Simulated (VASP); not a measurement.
# HfSi2O6 (I4/mmm) in VASP: notebook

Runs on HfSi2O6. Level: PBE. Tasks: single point, relaxation of cell and atoms.

Program: VASP 6.6.1. These are calculated values, not measurements. Logs are shortened: lines on timing, memory, paths and dates and some standing lists are left out, and cuts for length are marked.

### 1 The cell of the first run

The structure is tetragonal, space group I4/mmm (No. 139). Conventional cell: a = 3.665 Å, b = 3.665 Å, c = 15.548 Å, α = 90.00°, β = 90.00°, γ = 90.00°. Within 3.0 Å of Hf (site symmetry 4/mmm) lie 8 O at 2.24 Å. Si (site symmetry 4mm) has 8 O at 2.24 Å within 3.0 Å. Within 3.0 Å of O (site symmetry 2mm) lie 2 Hf at 2.24 Å and 2 Si at 2.24 Å and 6 O at 2.59 Å. O (site symmetry -4m2) has 4 Si at 2.24 Å and 6 O at 2.59 Å within 3.0 Å.

### 2 Single point, PBE

File INCAR:

```
PREC = Accurate
ENCUT = 520
EDIFF = 1E-6
ISMEAR = 0
SIGMA = 0.1
LREAL = F
LASPH = T
NELM = 100
ALGO = Normal
ISIF = 2
LWAVE = F
LCHARG = F
GGA = PE
NBANDS = 37
```

File KPOINTS:

```
Automatic mesh
0
Gamma
  6 6 6
```

File POSCAR:

```
HfSi2O6
1.0
   -1.8323734500      1.8323734500      7.7741021300
    1.8323734500     -1.8323734500      7.7741021300
    1.8323734500      1.8323734500     -7.7741021300
Hf Si O
1 2 6
Direct
    0.5000000000      0.5000000000      0.0000000000
    0.8333333300      0.8333333300      0.0000000000
    0.1666666700      0.1666666700      0.0000000000
    0.4166666700      0.9166666700      0.5000000000
    0.0833333300      0.5833333300      0.5000000000
    0.7500000000      0.2500000000      0.5000000000
    0.5833333300      0.0833333300      0.5000000000
    0.2500000000      0.7500000000      0.5000000000
    0.9166666700      0.4166666700      0.5000000000
```

Potentials or basis: VASP PAW PBE potentials, release 64 (Hf_pv, Si, O).

Command:

```console
> cat potpaw_PBE.64/Hf_pv/POTCAR potpaw_PBE.64/Si/POTCAR potpaw_PBE.64/O/POTCAR > POTCAR
> mpirun -np 1 vasp_std > vasp.out
```

OUTCAR:

```text
PREC = Accurate
   ENCUT = 520
   EDIFF = 1E-6
   ISMEAR = 0
   LREAL = F
   LASPH = T
   NELM = 100
   ISIF = 2
   GGA = PE

 ion  position               nearest neighbor table
   1  0.500  0.500  0.000-   4 2.24   9 2.24   5 2.24   7 2.24   5 2.24   7 2.24   4 2.24   9 2.24

   2  0.833  0.833  0.000-   6 2.24   8 2.24   6 2.24   8 2.24   4 2.24   9 2.24   4 2.24   9 2.24

   3  0.167  0.167  0.000-   6 2.24   8 2.24   6 2.24   8 2.24   5 2.24   7 2.24   5 2.24   7 2.24

   4  0.417  0.917  0.500-   1 2.24   1 2.24   2 2.24   2 2.24
   5  0.083  0.583  0.500-   1 2.24   1 2.24   3 2.24   3 2.24
   6  0.750  0.250  0.500-   3 2.24   2 2.24   2 2.24   3 2.24
   7  0.583  0.083  0.500-   1 2.24   1 2.24   3 2.24   3 2.24
   8  0.250  0.750  0.500-   3 2.24   2 2.24   2 2.24   3 2.24
   9  0.917  0.417  0.500-   1 2.24   1 2.24   2 2.24   2 2.24

  LATTYP: Found a body centered tetragonal cell.
 ALAT       =     3.6647469000
 C/A-ratio  =     4.2426406746

  Lattice vectors:

 A1 = (  -1.8323734500,   1.8323734500,   7.7741021300)
 A2 = (   1.8323734500,  -1.8323734500,   7.7741021300)
 A3 = (   1.8323734500,   1.8323734500,  -7.7741021300)

Analysis of symmetry for initial positions (statically):
=====================================================================
 Subroutine PRICEL returns:
 Original cell was already a primitive cell.

 Routine SETGRP: Setting up the symmetry group for a
 body centered tetragonal supercell.

 Subroutine GETGRP returns: Found 16 space group operations
 (whereof 16 operations were pure point group operations)
 out of a pool of 16 trial point group operations.

The static configuration has the point symmetry D_4h.

Analysis of symmetry for dynamics (positions and initial velocities):
=====================================================================
 Subroutine PRICEL returns:
 Original cell was already a primitive cell.

 Routine SETGRP: Setting up the symmetry group for a
 body centered tetragonal supercell.

 Subroutine GETGRP returns: Found 16 space group operations
 (whereof 16 operations were pure point group operations)
 out of a pool of 16 trial point group operations.

The dynamic configuration has the point symmetry D_4h.

 Subroutine INISYM returns: Found 16 space group operations
 (whereof 16 operations are pure point group operations),
 and found     1 'primitive' translations

[... 103 lines left out ...]
   LNONCOLLINEAR =      F non collinear calculations
   LSORBIT =      F    spin-orbit coupling
   LASPH  =      T    aspherical Exc in radial PAW
   ENCUT  =  520.0 eV  38.22 Ry    6.18 a.u.  15.24 15.24 15.24*2*pi/ulx,y,z
   NELM   =    100;   NELMIN=  2; NELMDL= -5     # of ELM steps
   EDIFF  = 0.1E-05   stopping-criterion for ELM
   LREAL  =      F    real-space projection
[... 7 lines left out ...]
   TEBEG  =    0.0;   TEEND  =   0.0 temperature during run
   PSTRESS=    0.0 pullay stress
   NELECT =      54.0000    total number of electrons
   NUPDOWN=      -1.0000    fix difference up-down
   EMIN   =  10.00;   EMAX   =-10.00  energy-range for DOS
   EFERMI =   0.00;   METHOD = LEGACY
   ISMEAR =     0;   SIGMA  =   0.10  broadening in eV -4-tet -1-fermi 0-gaus
   EFERMI_NEDOS =   21; number of points for ismear=-14 and -15
   IALGO  =     38    algorithm
   IMIX   =      4    mixing-type and parameters
     AMIX     =   0.40;   BMIX     =  1.00
     AMIX_MAG =   1.60;   BMIX_MAG =  1.00
  volume/ion in A,a.u.               =      11.60        78.29
  Fermi-wavevector in a.u.,A,eV,Ry     =   1.314095  2.483279 23.495153  1.726845
  Thomas-Fermi vector in A             =   2.444372
   LORBIT       =      0    0 simple, 1 ext, 2 COOP (PROOUT), +10 PAW based schemes
   GGA     = PE    functional components
   LHFCALC =     F    Hartree Fock is set to
   AEXX    =    0.0000 exact exchange contribution
   IVDW    =     0    specifies the selected vdW correction
   LEPSILON=     F    determine dielectric tensor
   LRPA    =     F    only Hartree local field effects (RPA)
 non-spin polarized calculation
 Gauss-broadening in eV      SIGMA  =   0.10
  energy-cutoff  :      520.00
  volume of cell :      104.41
 maximum number of plane-waves:      2842
 NGX is ok and might be reduce to    64
   NGX = 31   NGY = 31   NGZ = 31

 number of electron      54.0000001 magnetization

 Free energy of the ion-electron system (eV)
  ---------------------------------------------------
  ext. energy  EPLUGINS =         0.00000000
  ---------------------------------------------------
  free energy    TOTEN  =       -65.81265667 eV

  energy without entropy =      -65.81003646  energy(sigma->0) =      -65.81134657

 E-fermi :   4.0739     XC(G=0): -10.8047

 val. band max:        4.0588289622   @ k =   0.5000   0.5000   0.0000
 cond. band min:       4.1904014208   @ k =  -0.3333  -0.3333   0.3333
 fundamental gap:      0.1315724585
 Fermi energy:         4.0739416050

 k-point     1 :       0.0000    0.0000    0.0000
  band No.  band energies     occupation
      1     -26.1949      2.00000
      2     -26.1354      2.00000
      3     -26.1354      2.00000
      4     -14.6827      2.00000
      5     -13.7300      2.00000
      6     -13.4155      2.00000
[... 949 lines left out ...]
     36      10.8317      0.00000
     37      11.3374      0.00000

 [... further k-points ...]
[... 5 lines left out ...]
  --------------------------------------------------------------------------------------
  -------------------------------------------------------------------------------------
  Total      -20.4909120    -20.4909120    -21.5581241      0.0000000     -0.0000000      0.0000000
  in kB     -314.4370098   -314.4370098   -330.8135849      0.0000000     -0.0000000      0.0000000
  external PRESSURE =    -319.8958682 kB  Pullay stress =       0.0000000 kB

 VOLUME and BASIS-vectors are now :
 -----------------------------------------------------------------------------
  energy-cutoff  :      520.00
  volume of cell :      104.41
      direct lattice vectors                 reciprocal lattice vectors
    -1.832373450  1.832373450  7.774102130     0.000000000  0.272870140  0.064316109
     1.832373450 -1.832373450  7.774102130     0.272870140  0.000000000  0.064316109
     1.832373450  1.832373450 -7.774102130     0.272870140  0.272870140  0.000000000

 POSITION                                       TOTAL-FORCE (eV/Angst)
 -----------------------------------------------------------------------------------
      0.00000      0.00000      7.77410         0.000000      0.000000      0.000000
      0.00000      0.00000     12.95684         0.000000      0.000000     -0.081288
      0.00000      0.00000      2.59137        -0.000000     -0.000000      0.081288
      1.83237     -0.00000      6.47842         0.000000      0.000000     -0.951610
      1.83237      0.00000      1.29568        -0.000000     -0.000000      0.951610
      0.00000      1.83237      3.88705         0.000000      0.000000      0.000000
      0.00000      1.83237      1.29568         0.000000      0.000000      0.951610
      1.83237      0.00000      3.88705         0.000000      0.000000      0.000000
     -0.00000      1.83237      6.47842        -0.000000     -0.000000     -0.951610
 -----------------------------------------------------------------------------------
    total drift:                               -0.000000     -0.000000      0.000000

  FREE ENERGIE OF THE ION-ELECTRON SYSTEM (eV)
  ---------------------------------------------------
  free  energy   TOTEN  =       -65.8126566721 eV

  energy  without entropy=      -65.8100364606  energy(sigma->0) =      -65.81134657
```

OSZICAR:

```text
N       E                     dE             d eps       ncg     rms          rms(c)
DAV:   1     0.281106248786E+03    0.28111E+03   -0.29260E+04  2228   0.140E+03
DAV:   2    -0.561205093753E+02   -0.33723E+03   -0.32556E+03  2741   0.313E+02
DAV:   3    -0.765213384265E+02   -0.20401E+02   -0.20243E+02  2627   0.741E+01
DAV:   4    -0.767980638417E+02   -0.27673E+00   -0.27592E+00  2875   0.935E+00
DAV:   5    -0.768022317380E+02   -0.41679E-02   -0.41652E-02  2697   0.104E+00    0.457E+01
DAV:   6    -0.661949701266E+02    0.10607E+02   -0.48818E+01  2558   0.338E+01    0.395E+01
DAV:   7    -0.658794007877E+02    0.31557E+00   -0.26708E+00  2832   0.927E+00    0.280E+01
DAV:   8    -0.658773587094E+02    0.20421E-02   -0.82130E-01  2604   0.582E+00    0.815E+00
DAV:   9    -0.658149549227E+02    0.62404E-01   -0.22965E-01  2626   0.368E+00    0.155E+00
DAV:  10    -0.658120090204E+02    0.29459E-02   -0.27440E-02  2782   0.118E+00    0.782E-01
DAV:  11    -0.658125251618E+02   -0.51614E-03   -0.96729E-03  2680   0.548E-01    0.153E-01
DAV:  12    -0.658125072418E+02    0.17920E-04   -0.54262E-04  2959   0.188E-01    0.750E-02
DAV:  13    -0.658126471200E+02   -0.13988E-03   -0.34105E-04  2735   0.883E-02    0.767E-02
DAV:  14    -0.658126590690E+02   -0.11949E-04   -0.18270E-05  2724   0.237E-02    0.203E-02
DAV:  15    -0.658126563570E+02    0.27121E-05   -0.10055E-05  2731   0.175E-02    0.114E-02
DAV:  16    -0.658126566721E+02   -0.31518E-06   -0.18978E-06  2008   0.748E-03
   1 F= -.65812657E+02 E0= -.65811347E+02  d E =-.262021E-02
```

stdout:

```text
POSCAR found type information on POSCAR HfSiO
 POSCAR found :  3 types and       9 ions
 scaLAPACK will be used
 LDA part: xc-table for (Slater+PW92), standard interpolation
 POSCAR, INCAR and KPOINTS ok, starting setup
 FFT: planning ... GRIDC
 FFT: planning ... GRID_SOFT
 FFT: planning ... GRID
 WAVECAR not read
 entering main loop
```

It took 5 min on 1 thread of Intel Xeon Platinum 8559C (Emerald Rapids), shared host; peak memory 0.57 GiB.

What came out:

* Free energy: -65.8127 eV
* Pressure: -32.0 GPa
* Largest force: 0.952 eV/Å
* Band gap on the k mesh: zero (bands 27 and 28 overlap by 0.55 eV)

Forces in eV/Å, atoms in the order of the input:
```
Hf   0.000  0.000  0.000
Si   0.000  0.000 -0.081
Si   0.000  0.000  0.081
O    0.000  0.000 -0.952
O    0.000  0.000  0.952
O    0.000  0.000  0.000
O    0.000  0.000  0.952
O    0.000  0.000  0.000
O    0.000  0.000 -0.952
```

Stress tensor (GPa, compression positive):
```
-31.44   0.00   0.00
  0.00 -31.44   0.00
  0.00   0.00 -33.08
```

Levels at points of the mesh, in eV from the Fermi level:
| k point | band 23 | band 24 | band 25 | band 26 | band 27 | band 28 | band 29 | band 30 | band 31 | band 32 |
| --- | --- | --- | --- | --- | --- | --- | --- | --- | --- | --- |
| (0.00, 0.00, 0.00) | -1.13 | -1.12 | -1.12 | -1.03 | -0.56 | -0.56 | 1.13 | 3.52 | 4.20 | 4.62 |
| (0.50, 0.00, 0.00) | -2.30 | -1.91 | -1.87 | -1.37 | -0.81 | 2.31 | 2.55 | 4.27 | 4.30 | 5.52 |
| (0.50, 0.50, 0.00) | -0.51 | -0.45 | -0.20 | -0.14 | -0.02 | 0.52 | 1.84 | 4.54 | 4.80 | 5.34 |
| (0.50, 0.50, 0.50) | -0.73 | -0.73 | -0.70 | -0.70 | -0.04 | 0.53 | 0.61 | 3.77 | 4.21 | 4.47 |

Caveat: the cell stands under tension; spin-orbit coupling is left out, which moves the levels of the heavy elements.

(Part 1 of 3 ends here.)

The gap in the log of VASP goes by the Fermi energy; the results here count the filled bands.